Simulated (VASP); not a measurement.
Crystal: TiAl.

```xyz
2
Lattice="2.8673 0.0000 0.0000 -1.4336 2.4831 0.0000 0.0000 0.0000 4.6781" Properties=species:S:1:pos:R:3 pbc="T T T"
Ti    0.0000    0.0000    0.0000
Al    0.0000    1.6554    2.3390
```

```yaml
Program: VASP 6.6.1
Task: relaxation of cell and atoms
Functional: PBEsol
Potentials_or_basis: VASP PAW PBE potentials, release 64 (Ti_sv, Al)
Cutoff: 600 eV
k_mesh: 11 × 11 × 6
Occupations: fermi-dirac, width 0.05 eV
Spin: no spin polarisation
```

At the start: pressure -2.8 GPa; volume 16.65 Å³/atom.

Problem. How do energy, volume and symmetry change on relaxing?

Solution. Over 11 steps the energy falls by 4.3 meV/atom and the volume is 16.23 Å³/atom (-2.6 %); space group P-6m2 (No. 187, to 0.05 Å).

The path:
| step | energy change (eV) | largest force (eV/Å) | pressure (GPa) | volume (Å³) |
| --- | --- | --- | --- | --- |
| 1 | 0.0000 | 0.0000 | -2.83 | 33.31 |
| 2 | -0.0053 | 0.0000 | 1.96 | 31.91 |
| 3 | -0.0085 | 0.0000 | 0.06 | 32.43 |
| 4 | -0.0085 | 0.0000 | 0.05 | 32.44 |
| 5 | -0.0085 | 0.0000 | -0.04 | 32.46 |
| 6 | -0.0086 | 0.0000 | -0.03 | 32.48 |
| 7 | -0.0086 | 0.0000 | -0.10 | 32.49 |
| 8 | -0.0086 | 0.0000 | -0.13 | 32.49 |
| 9 | -0.0086 | 0.0000 | -0.12 | 32.48 |
| 10 | -0.0086 | 0.0000 | 0.10 | 32.42 |
| 11 | -0.0086 | 0.0000 | 0.03 | 32.45 |

Final structure:
```
Ti Al
1.0
     2.84964    0.00000    0.00000
    -1.42482    2.46786    0.00000
     0.00000    0.00000    4.61469
Ti Al
1 1
Cartesian
  0.0000 0.0000 0.0000
  0.0000 1.6452 2.3073
```

Caveat: the PAW data sets were made with another functional, which shifts forces and pressure a little.
